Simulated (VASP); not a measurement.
GaSb3, 4 atoms in the cell. The structure is cubic, space group Fm-3m (No. 225). Conventional cell: a = 7.461 Å, b = 7.461 Å, c = 7.461 Å, α = 90.00°, β = 90.00°, γ = 90.00°. Sb (site symmetry m-3m) has 8 Sb at 3.23 Å and 6 Ga at 3.73 Å within 4.3 Å. Sb (site symmetry -43m) has 10 Sb at 3.23 to 3.73 Å and 4 Ga at 3.23 Å within 4.3 Å. Ga (site symmetry m-3m) has 14 Sb at 3.23 to 3.73 Å within 4.3 Å. 

```yaml
Program: VASP 6.6.1
Task: single point
Functional: PBEsol
Potentials_or_basis: VASP PAW PBE potentials, release 64 (Sb, Ga_d)
Cutoff: 520 eV
k_mesh: 6 × 6 × 6
Occupations: fermi-dirac, width 0.05 eV
Spin: non-collinear spin, zero start, spin-orbit coupling
Starting_moments: "[[0.0, 0.0, 0.0], [0.0, 0.0, 0.0], [0.0, 0.0, 0.0], [0.0, 0.0, 0.0]] μB"
Dipole_correction: no
Further_INCAR_settings: ALGO = Normal; EDIFF = 1e-07; NBANDS = 42
```

Potentials or basis: VASP PAW PBE potentials, release 64 (Sb, Ga_d).

Run with:

```sh
$ cat potpaw_PBE.64/Sb/POTCAR potpaw_PBE.64/Ga_d/POTCAR > POTCAR
$ mpirun -np 1 vasp_ncl > vasp.out
```

Hardware: 1 thread of Intel Xeon 8259CL, with other jobs on the host.

**Question.** Estimate the wall time of this run.

**Answer.** Wall time 5.3 min on 1 thread of Intel Xeon 8259CL, with other jobs on the host, peak memory 0.53 GiB. Counts: scf iterations 12, k points 16.
